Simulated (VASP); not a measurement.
Runs of VASP 6.6.1 on Sn. The structure is that of space group I4/mmm (No. 139), or close to it. The cells are those of the table. 

| cell | further INCAR settings | gap on the mesh (eV) | pressure (GPa) |
| --- | --- | --- | --- |
| a = 3.388 Å, angles 117.8, 115.8, 95.6°, 1 atom | ALGO = Fast; EDIFF = 1e-06; NBANDS = 13 | none | -5.8 |
| a = 3.352 Å, angles 114.1, 112.0, 102.5°, 1 atom | ALGO = Fast; EDIFF = 1e-07; NBANDS = 13 | none | (b) |
| a = 3.373 Å, angles 116.5, 114.5, 98.0°, 1 atom | ALGO = Fast; EDIFF = 1e-06; NBANDS = 13 | none | -5.9 |
| a = 3.593 Å, angles 127.7, 126.1, 78.3°, 1 atom | ALGO = Fast; EDIFF = 1e-07; NBANDS = 13 | none | (a) |
| a = 3.522 Å, angles 125.1, 123.4, 82.9°, 1 atom | ALGO = Fast; EDIFF = 1e-06; NBANDS = 13 | none | -5.7 |

Alike in all rows: task single point; level PBEsol+D3(BJ); potentials or basis VASP PAW PBE potentials, release 64 (Sn_d); no spin polarisation; k mesh 22 × 22 × 22; cutoff (eV) 520; smearing gaussian 0.15 eV.

**Question.** Estimate the missing entries.

**Answer.** (a) -5.5; (b) -6.2.

Caveats: the PAW data sets were made with another functional, which shifts forces and pressure a little; spin-orbit coupling is left out, which moves the levels of the heavy elements; pairwise dispersion overbinds metals, which lowers pressure and volume.

A k mesh can miss the band edges, and the runs leave out spin-orbit coupling on Sn.

A gap of «none» marks levels without a gap at the run's occupations.
